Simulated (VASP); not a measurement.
# HC5 in VASP: a series of runs

The runs below take HC5 through single point, with PBEsol, r2SCAN.

Program: VASP 6.6.1. These are calculated values, not measurements. Logs are shortened: lines on timing, memory, paths and dates and some standing lists are left out, and cuts for length are marked.

## Step 1: The cell of the first run

The cell holds a slab with vacuum, 24 atoms: a = 2.513 Å, b = 3.554 Å, c = 26.808 Å, α = 90.00°, β = 90.00°, γ = 90.00°.

## Step 2: Single point, PBEsol

Input file INCAR:

```
SYSTEM = HC5
  ALGO = Normal
  EDIFF = 1E-6
  ENCUT = 520
  GGA = PS
  ISIF = 2
  ISMEAR = -1
  LASPH = .True.
  LCHARG = .True.
  LELF = .True.
  LREAL = Auto
  LVHAR = .True.
  LWAVE = .False.
  NBANDS = 60
  NELM = 60
  PREC = Accurate
  SIGMA = 0.05
```

Input file KPOINTS:

```
Automatic mesh
0
Gamma
  2 2 2
  0.5 0.5 0.5
```

Input file POSCAR:

```
HC5
1.0
    1.7769010000     -1.7769010000      0.0000000000
    0.0000000000      0.0000000000      3.5538030000
  -18.9562120000    -18.9562120000      0.0000000000
C H
20 4
Direct
    0.0119200000      0.0073760000      0.6647060000
    0.9953420000      0.0032340000      0.4776710000
    0.0059140000      0.9982490000      0.2899300000
    0.0078300000      0.2581750000      0.6172820000
    0.0114570000      0.2502640000      0.4295010000
    0.9938090000      0.0074890000      0.5708730000
    0.9933410000      0.0022150000      0.3824720000
    0.0189450000      0.2423810000      0.7110630000
    0.9974130000      0.2533970000      0.5237420000
    0.9875570000      0.2414310000      0.3352280000
    0.5013510000      0.5006760000      0.6170540000
    0.4877480000      0.4877750000      0.4282640000
    0.5056130000      0.7579910000      0.5704020000
    0.4922450000      0.7478110000      0.3846490000
    0.5004640000      0.5061220000      0.7109230000
    0.4923020000      0.4904320000      0.5229400000
    0.4985380000      0.4963410000      0.3364650000
    0.4973110000      0.7506630000      0.6638900000
    0.5014350000      0.7522260000      0.4767270000
    0.4958570000      0.7440920000      0.2896230000
    0.9911320000      0.1870540000      0.2553230000
    0.9945250000      0.0728710000      0.7466350000
    0.4974580000      0.6937450000      0.7471120000
    0.5076020000      0.5584720000      0.2552540000
```

Potentials or basis: VASP PAW PBE potentials, release 64 (C, H).

Started as:

```console
$ cat potpaw_PBE.64/C/POTCAR potpaw_PBE.64/H/POTCAR > POTCAR
$ mpirun -np 1 vasp_std > vasp.out
```

OUTCAR:

```text
SYSTEM = HC5
   EDIFF = 1E-6
   ENCUT = 520
   GGA = PS
   ISIF = 2
   ISMEAR = -1
   LASPH = .True.
   LREAL = Auto
   NELM = 60
   PREC = Accurate

 ion  position               nearest neighbor table
   1  0.012  0.007  0.665-   8 1.50  18 1.52   4 1.55  18 1.58
   2  0.995  0.003  0.478-   9 1.52  19 1.53  19 1.55   5 1.56
   3  0.006  0.998  0.290-  21 1.15  10 1.49  20 1.53  20 1.57
   4  0.008  0.258  0.617-  11 1.51   6 1.53  11 1.54   1 1.55
   5  0.011  0.250  0.430-  12 1.46   7 1.54   2 1.56  12 1.56
   6  0.994  0.007  0.571-  13 1.51   4 1.53   9 1.54  13 1.56
[... 12 lines left out ...]
  19  0.501  0.752  0.477-   2 1.53  16 1.55   2 1.55  12 1.60
  20  0.496  0.744  0.290-  24 1.13   3 1.53  17 1.53   3 1.57
  21  0.991  0.187  0.255-   3 1.15
  22  0.995  0.073  0.747-   8 1.13
  23  0.497  0.694  0.747-  15 1.18
  24  0.508  0.558  0.255-  20 1.13

  LATTYP: Found a simple orthorhombic cell.
 ALAT       =     2.5129174932
 B/A-ratio  =     1.4142139603
 C/A-ratio  =    10.6681306387

  Lattice vectors:

 A1 = (   1.7769010000,  -1.7769010000,   0.0000000000)
 A2 = (   0.0000000000,   0.0000000000,   3.5538030000)
 A3 = ( -18.9562120000, -18.9562120000,   0.0000000000)

Analysis of symmetry for initial positions (statically):
=====================================================================
 Subroutine PRICEL returns:
 Original cell was already a primitive cell.

 Routine SETGRP: Setting up the symmetry group for a
 simple orthorhombic supercell.

 Subroutine GETGRP returns: Found  1 space group operations
 (whereof  1 operations were pure point group operations)
 out of a pool of  8 trial point group operations.

The static configuration has the point symmetry C_1 .

Analysis of symmetry for dynamics (positions and initial velocities):
=====================================================================
 Subroutine PRICEL returns:
 Original cell was already a primitive cell.

 Routine SETGRP: Setting up the symmetry group for a
 simple orthorhombic supercell.

 Subroutine GETGRP returns: Found  1 space group operations
 (whereof  1 operations were pure point group operations)
 out of a pool of  8 trial point group operations.

The dynamic configuration has the point symmetry C_1 .

 Subroutine INISYM returns: Found  1 space group operations
 (whereof  1 operations are pure point group operations),
[... 121 lines left out ...]
   EDIFFG = 0.1E-04   stopping-criterion for IOM
   NSW    =      0    number of steps for IOM
   IBRION =     -1    ionic relax: 0-MD 1-quasi-New 2-CG
   NFREE  =      0    steps in history (QN), initial steepest desc. (CG)
   ISIF   =      2    stress and relaxation
   ISYM   =      2    0-nonsym 1-usesym 2-fastsym
   POTIM  = 0.5000    time-step for ionic-motion
   TEBEG  =    0.0;   TEEND  =   0.0 temperature during run
   PSTRESS=    0.0 pullay stress
   NELECT =      84.0000    total number of electrons
   NUPDOWN=      -1.0000    fix difference up-down
   EMIN   =  10.00;   EMAX   =-10.00  energy-range for DOS
   EFERMI =   0.00;   METHOD = LEGACY
   ISMEAR =    -1;   SIGMA  =   0.05  broadening in eV -4-tet -1-fermi 0-gaus
   EFERMI_NEDOS =   21; number of points for ismear=-14 and -15
   IALGO  =     38    algorithm
   IMIX   =      4    mixing-type and parameters
     AMIX     =   0.40;   BMIX     =  1.00
     AMIX_MAG =   1.60;   BMIX_MAG =  1.00
  volume/ion in A,a.u.               =       9.98        67.32
  Fermi-wavevector in a.u.,A,eV,Ry     =   1.154663  2.181997 18.139919  1.333246
  Thomas-Fermi vector in A             =   2.291298
   LORBIT       =      0    0 simple, 1 ext, 2 COOP (PROOUT), +10 PAW based schemes
   GGA     = PS    functional components
   LHFCALC =     F    Hartree Fock is set to
   AEXX    =    0.0000 exact exchange contribution
   IVDW    =     0    specifies the selected vdW correction
   LEPSILON=     F    determine dielectric tensor
   LRPA    =     F    only Hartree local field effects (RPA)
 non-spin polarized calculation
  energy-cutoff  :      520.00
  volume of cell :      239.41
 maximum number of plane-waves:      6438
 NGX is ok and might be reduce to    18
   NGX =  9   NGY = 13   NGZ = 99

 number of electron      83.9999999 magnetization

 Free energy of the ion-electron system (eV)
  ---------------------------------------------------
  ext. energy  EPLUGINS =         0.00000000
  ---------------------------------------------------
  free energy    TOTEN  =      -210.55524740 eV

  energy without entropy =     -210.55524740  energy(sigma->0) =     -210.55524740

 E-fermi :   2.6903     XC(G=0):  -7.3967

 val. band max:        1.5201487331   @ k =   0.2500   0.2500   0.2500
 cond. band min:       7.0216126613   @ k =   0.2500  -0.2500  -0.2500
 fundamental gap:      5.5014639281
 Fermi energy:         2.6902694690

 k-point     1 :       0.2500    0.2500    0.2500
  band No.  band energies     occupation
      1     -16.5914      2.00000
      2     -16.1076      2.00000
      3     -15.3042      2.00000
      4     -14.2939      2.00000
      5     -13.1154      2.00000
      6     -12.2421      2.00000
[... 217 lines left out ...]
     53      10.1809      0.00000
     54      10.5284      0.00000
 [bands above 54 left out]

------------------------ aborting loop because EDIFF is reached ----------------------------------------

  FORCE on cell =-STRESS in cart. coord.  units (eV):
  Direction    XX          YY          ZZ          XY          YZ          ZX
  --------------------------------------------------------------------------------------
  -------------------------------------------------------------------------------------
  Total       -5.3217069     -5.9182081      2.4150327      2.9773346      0.2818280      0.7533918
  in kB      -35.6142172    -39.6061545     16.1620133     19.9250812      1.8860648      5.0418899
  external PRESSURE =     -19.6861195 kB  Pullay stress =       0.0000000 kB

 VOLUME and BASIS-vectors are now :
 -----------------------------------------------------------------------------
  energy-cutoff  :      520.00
  volume of cell :      239.41
      direct lattice vectors                 reciprocal lattice vectors
     1.776901000 -1.776901000  0.000000000     0.281388777 -0.281388777  0.000000000
     0.000000000  0.000000000  3.553803000     0.000000000  0.000000000  0.281388698
   -18.956212000-18.956212000  0.000000000    -0.026376578 -0.026376578  0.000000000

 POSITION                                       TOTAL-FORCE (eV/Angst)
 -----------------------------------------------------------------------------------
    -12.57913    -12.62149      0.02621        -0.041931      0.760962     -0.989101
     -7.28621    -10.82346      0.01149         1.249078      0.474442     -0.611503
     -5.48547     -5.50648      3.54758         0.387905      1.644355     -0.942201
    -11.68742    -11.71524      0.91750        -0.561789      0.201837     -0.799697
     -8.12135     -8.16207      0.88939        -1.316552      1.364275     -1.111154
     -9.05569    -12.58749      0.02661         0.811762     -0.334417     -0.424706
[... 16 lines left out ...]
    -13.27848    -15.04635      2.46543         1.126054      1.006595     -1.256335
     -3.93669     -5.74061      1.98470        -0.536578     -0.306193      0.757460
 -----------------------------------------------------------------------------------
    total drift:                               -0.005721     -0.015758     -0.014339

  FREE ENERGIE OF THE ION-ELECTRON SYSTEM (eV)
  ---------------------------------------------------
  free  energy   TOTEN  =      -210.5552473953 eV

  energy  without entropy=     -210.5552473952  energy(sigma->0) =     -210.55524740
```

OSZICAR:

```text
N       E                     dE             d eps       ncg     rms          rms(c)
DAV:   1     0.456625931380E+03    0.45663E+03   -0.41343E+04   480   0.127E+03
DAV:   2    -0.173544206736E+03   -0.63017E+03   -0.60352E+03   640   0.292E+02
DAV:   3    -0.217869570561E+03   -0.44325E+02   -0.43890E+02   592   0.770E+01
[... 15 lines left out ...]
DAV:  19    -0.210555209626E+03   -0.97316E-04   -0.44227E-06   480   0.700E-03    0.114E-03
DAV:  20    -0.210555236522E+03   -0.26896E-04   -0.88008E-07   448   0.409E-03    0.909E-04
DAV:  21    -0.210555244024E+03   -0.75025E-05   -0.31466E-07   384   0.199E-03    0.251E-04
DAV:  22    -0.210555246951E+03   -0.29263E-05   -0.12315E-07   368   0.117E-03    0.288E-04
DAV:  23    -0.210555247395E+03   -0.44459E-06   -0.24001E-08   376   0.706E-04
   1 F= -.21055525E+03 E0= -.21055525E+03  d E =-.958519E-10
```

Wall time 88 s (1 thread of AMD EPYC 9R14 (Zen 4), shared host); peak memory 0.3 GiB.

What came out:

* Free energy: -210.5552 eV
* Largest force: 3.664 eV/Å
* Band gap on the k mesh: 5.50 eV (least direct gap 5.52 eV)

Forces on the atoms (eV/Å):
```
C   -0.042  0.761 -0.989
C    1.249  0.474 -0.612
C    0.388  1.644 -0.942
C   -0.562  0.202 -0.800
C   -1.317  1.364 -1.111
C    0.812 -0.334 -0.425
C   -0.686 -0.934 -1.198
C   -1.340  0.164  2.369
C   -0.264  0.240 -0.868
C   -0.074 -1.271  0.997
C    0.191 -0.297  1.216
C   -0.482 -2.682  2.450
C   -0.513  0.618 -1.082
C    1.887  1.677  0.028
C   -0.359 -1.169 -0.954
C    0.070 -0.949  2.703
C    0.097  0.838  0.149
C   -0.066 -1.027  0.373
C   -0.373  0.537 -1.038
C    0.514 -0.254  0.703
H   -0.406 -0.652 -0.939
H    0.686  0.351  0.468
H    1.126  1.007 -1.256
H   -0.537 -0.306  0.757
```

Levels at points of the mesh, in eV from the valence-band top:
| k point | band 38 | band 39 | band 40 | band 41 | band 42 | band 43 | band 44 | band 45 | band 46 | band 47 |
| --- | --- | --- | --- | --- | --- | --- | --- | --- | --- | --- |
| (0.25, 0.25, 0.25) | -1.89 | -1.29 | -0.77 | -0.21 | 0.00 | 5.52 | 5.60 | 7.19 | 7.56 | 7.78 |

Caveat: the k points lie up to 1.25 Å⁻¹ apart; the PAW data sets were made with another functional, which shifts forces and pressure a little.

## Step 3: Single point, r2SCAN

POSCAR is that of step 2.

Input file INCAR.step1:

```
PREC = Accurate ; ENCUT = 520
ISMEAR = -5 ; SIGMA = 0.05
LREAL = Auto ; LASPH = True
NELM = 100 ; NBANDS = 60
GGA = PE ; ALGO = Normal
EDIFF = 1E-4 ; LWAVE = True
LCHARG = False
```

Input file INCAR.step2:

```
PREC = Accurate ; ENCUT = 520
EDIFF = 1E-6 ; ISMEAR = -5
SIGMA = 0.05 ; LREAL = Auto
LASPH = True ; NELM = 100
ALGO = Normal ; ISIF = 2
LWAVE = False ; LCHARG = True
METAGGA = R2SCAN ; LMIXTAU = True
LELF = True ; LVHAR = True
NBANDS = 60 ; ISTART = 1
```

Input file KPOINTS:

```
Automatic mesh
0
Gamma
  4 3 1
```

Potentials or basis: VASP PAW PBE potentials, release 64 (C, H).

Started as:

```console
$ cat potpaw_PBE.64/C/POTCAR potpaw_PBE.64/H/POTCAR > POTCAR
$ cp INCAR.step1 INCAR
$ mpirun -np 1 vasp_std > vasp.out
$ cp INCAR.step2 INCAR
$ mpirun -np 1 vasp_std > vasp.out
```

Wall time 9.7 min (1 thread of AMD EPYC 9R14 (Zen 4), shared host); peak memory 0.32 GiB.

Results (log left out):

| Property | Result |
| --- | --- |
| Free energy | -210.0587 eV |
| Largest force | 3.856 eV/Å |
| Band gap on the k mesh | 2.43 eV |

Forces in eV/Å, atoms in the order of the input:
```
C   -0.165  1.065 -1.285
C    1.410  0.400 -0.838
C    0.497  2.099 -1.192
C   -0.687  0.269 -0.609
C   -1.679  1.768 -0.857
C    1.037 -0.506 -0.627
C   -0.686 -0.921 -1.399
C   -1.917  0.159  2.665
C   -0.356  0.327 -0.639
C   -0.049 -1.590  1.254
C    0.227 -0.455  1.050
C   -0.110 -3.073  2.326
C   -0.737  0.782 -0.897
C    1.986  1.767  0.128
C   -0.376 -1.715 -1.233
C    0.141 -1.057  2.498
C   -0.130  0.951 -0.145
C    0.214 -1.150  0.662
C   -0.505  0.631 -0.846
C    0.970 -0.140  0.983
H   -0.599 -0.885 -1.269
H    0.957  0.556  0.749
H    1.333  1.222 -1.568
H   -0.774 -0.503  1.088
```

Levels at points of the mesh, in eV from the valence-band top:
```
           k point  band 38  band 39  band 40  band 41  band 42  band 43  band 44  band 45  band 46  band 47
(0.00, 0.00, 0.00)    -0.95    -0.42    -0.22    -0.14     0.00     2.43     2.50     3.63     4.46     5.05
(0.50, 0.00, 0.00)    -5.64    -4.77    -4.46    -3.72    -3.25     4.81     5.19     5.32     5.50     5.56
```

Caveat: the k points lie up to 0.63 Å⁻¹ apart; the PAW data sets were made with another functional, which shifts forces and pressure a little.

## Step 4: Single point, PBEsol, collinear spin

Input file INCAR:

```
SYSTEM = HC5
ALGO = Normal
EDIFF = 1E-6
ENCUT = 520
GGA = PS
GGA_COMPAT = .FALSE.
ISIF = 2
ISMEAR = -1
ISPIN = 2
LASPH = .TRUE.
LCHARG = .FALSE.
LORBIT = 11
LREAL = .FALSE.
LWAVE = .FALSE.
MAGMOM = 0.042 0.042 0.042 0.042 0.042 0.042 0.042 0.042 0.042 0.042 0.042 0.042 0.042 0.042 0.042 0.042 0.042 0.042 0.042 0.042 0.042 0.042 0.042 0.042
NBANDS = 64
NELM = 200
NELMDL = -8
PREC = Accurate
SIGMA = 0.05
```

Input file KPOINTS:

```
k-points
0
G
  4 3 1
  0 0 0
```

POSCAR is that of step 3.

Started as:

```console
$ cat potpaw_PBE.64/C/POTCAR potpaw_PBE.64/H/POTCAR > POTCAR
$ mpirun -np 1 vasp_std > vasp.out
```

It took 7.1 min on 1 thread of AMD EPYC 7R13 (Zen 3), shared host; peak memory 0.44 GiB.

Results (log left out):

| Quantity | Value |
| --- | --- |
| Free energy | -205.3183 eV |
| Largest force | 3.748 eV/Å |
| Band gap on the k mesh | 2.04 eV |
| Net moment | 0.00 μB per cell |
| Valence electrons inside the program's atomic spheres | C 2.58, 2.57, 2.59, 2.60, 2.62, 2.61, 2.56, 2.53, 2.55 (each value once); H 0.65, 0.66, 0.63 (each value once) |

Forces in eV/Å, atoms in the order of the input:
```
C   -0.152  1.061 -1.212
C    1.356  0.400 -0.792
C    0.304  1.820 -1.332
C   -0.674  0.259 -0.594
C   -1.655  1.701 -0.856
C    0.996 -0.495 -0.596
C   -0.660 -0.865 -1.327
C   -1.624  0.359  2.708
C   -0.356  0.309 -0.607
C   -0.062 -1.533  1.206
C    0.245 -0.436  1.004
C   -0.101 -3.020  2.217
C   -0.695  0.777 -0.866
C    1.911  1.709  0.151
C   -0.165 -1.494 -1.316
C    0.125 -1.028  2.399
C   -0.159  0.895 -0.120
C    0.245 -1.110  0.623
C   -0.458  0.627 -0.818
C    0.722 -0.334  1.112
H   -0.428 -0.677 -0.982
H    0.710  0.367  0.496
H    1.138  1.033 -1.297
H   -0.561 -0.325  0.799
```

Levels at points of the mesh, in eV from the valence-band top:
Spin up:
| k point | band 39 | band 40 | band 41 | band 42 | band 43 | band 44 | band 45 | band 46 |
| --- | --- | --- | --- | --- | --- | --- | --- | --- |
| (0.00, 0.00, 0.00) | -0.40 | -0.19 | -0.13 | 0.00 | 2.04 | 2.11 | 3.39 | 4.17 |
| (0.50, 0.00, 0.00) | -4.52 | -4.23 | -3.53 | -3.08 | 4.43 | 4.78 | 4.92 | 5.08 |
Spin down:
```
           k point  band 38  band 39  band 40  band 41  band 42  band 43  band 44  band 45  band 46  band 47
(0.00, 0.00, 0.00)    -0.90    -0.40    -0.19    -0.13     0.00     2.04     2.12     3.49     4.20     4.66
(0.50, 0.00, 0.00)    -5.36    -4.52    -4.23    -3.53    -3.08     4.43     4.78     4.92     5.08     5.13
```

Caveat: the k points lie up to 0.63 Å⁻¹ apart; the PAW data sets were made with another functional, which shifts forces and pressure a little.

## Step 5: Summary

| level | spin | k mesh | smearing | gap on the mesh (eV) | largest force (eV/Å) |
| --- | --- | --- | --- | --- | --- |
| PBEsol | off | 2 × 2 × 2, shifted | fermi-dirac 0.05 eV | 5.50 | 3.66 |
| r2SCAN | off | 4 × 3 × 1 | tetrahedron | 2.43 | 3.86 |
| PBEsol | collinear | 4 × 3 × 1 | fermi-dirac 0.05 eV | 2.04 | 3.75 |

Alike in all rows: task single point; potentials or basis VASP PAW PBE potentials, release 64 (C, H); cell as given; cutoff (eV) 520.

Caveats: all runs use coarse meshes; the PAW data sets were made with another functional, which shifts forces and pressure a little.

Absolute energies hang on the potentials; compare differences alone.
